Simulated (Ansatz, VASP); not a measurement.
**MnSeS: VASP beside Ansatz**

The input INCAR:

```
ALGO     = Normal         # electronic algorithm
DIPOL    = 0.5 0.5 0.498
EDIFF    = 1E-6           # SCF threshold, eV
ENCUT    = 520            # plane-wave cutoff, eV
GGA      = PE             # functional
IDIPOL   = 3            
ISIF     = 2              # what is computed and relaxed
ISMEAR   = 0              # smearing method
ISPIN    = 2              # spin polarisation
LASPH    = True           # aspherical terms in the spheres
LCHARG   = True           # write CHGCAR
LDIPOL   = True         
LELF     = True           # ELF
LMAXMIX  = 4              # l up to which the mixer works
LORBIT   = 11             # projections on sites
LREAL    = False          # projectors in reciprocal space
LVACPOTAV= True         
LVHAR    = True         
LWAVE    = False          # write WAVECAR
MAGMOM   = 4 0 0          # initial moments
NBANDS   = 24             # bands
NELM     = 150            # most SCF steps
PREC     = Accurate       # precision mode
SIGMA    = 0.1            # smearing width, eV
```

Contents of KPOINTS:

```
k-points
0
Gamma
  6 6 1
```

Contents of POSCAR:

```
MnSeS
1.0
    3.4934913100      0.0000000000      0.0000000000
   -1.7467461800      3.0254521600      0.0000000000
    0.0000000000      0.0000000000     17.0000000000
Mn Se S
1 1 1
Direct
    0.0000000000      0.0000000000      0.4947058800
    0.6666666700      0.3333333300      0.5763078400
    0.3333333300      0.6666666700      0.4236921600
```

Input for Ansatz:

```yaml
crystal:
  lattice:
    - [3.49349131, 0.0, 0.0]
    - [-1.74674618, 3.02545216, 0.0]
    - [0.0, 0.0, 17.0]
  atoms:
    - { symbol: Mn, position: [0.0, 0.0, 0.49470588], spin: 4.0 }
    - { symbol: Se, position: [0.66666667, 0.33333333, 0.57630784] }
    - { symbol: S, position: [0.33333333, 0.66666667, 0.42369216] }
  periodic: [true, true, false]
basis:
  ecutwfc: 420
kpoints:
  mp_grid: { grid: [6, 6, 1] }
hamiltonian:
  xc: pbe
scf:
  occupations: { method: gaussian, width: 0.1 }
  lower_state_search: "off"
output:
  forces: true
  stress: true
  eigenvalues: true
  populations: true
magnetization:
  spin_polarized: true
```

Alike in both runs: task single point; functional PBE; k mesh 6 × 6 × 1; occupations gaussian, width 0.1 eV; collinear spin.

|  | VASP | Ansatz |
| --- | --- | --- |
| version | VASP 6.6.1 | Ansatz 0.2.0 |
| potentials or method | VASP PAW PBE potentials, release 64 (Mn_pv, Se, S), cutoff 520 eV | scalar-relativistic, plane waves, PAW |
| valence electrons in the cell | 25 | 37 |

```tsv
	VASP	Ansatz	Ansatz less VASP
gap on the k mesh at the Fermi level (eV)	0.15	0.17	+0.022
least direct gap on the mesh (eV)	0.15	0.17	+0.019
rms of the force components (eV/Å)	0.262	0.254	-0.0080
net moment per atom (μB)	0.99	0.99	+0.002
size of the moment on the site where the two differ most (μB)	2.98	2.84	-0.141
```

Site moments also hang on the region over which each program counts them. Atom by atom the forces differ by 0.009 eV/Å (rms over components). The functional is the same, so the differences come from potentials, cutoffs and numerics. VASP's potentials hold 25 valence electrons a cell and Ansatz's 37, so a difference there can come from the potentials and not from the codes. Ansatz's warnings: slab cell height set, structure snapped to symmetry.
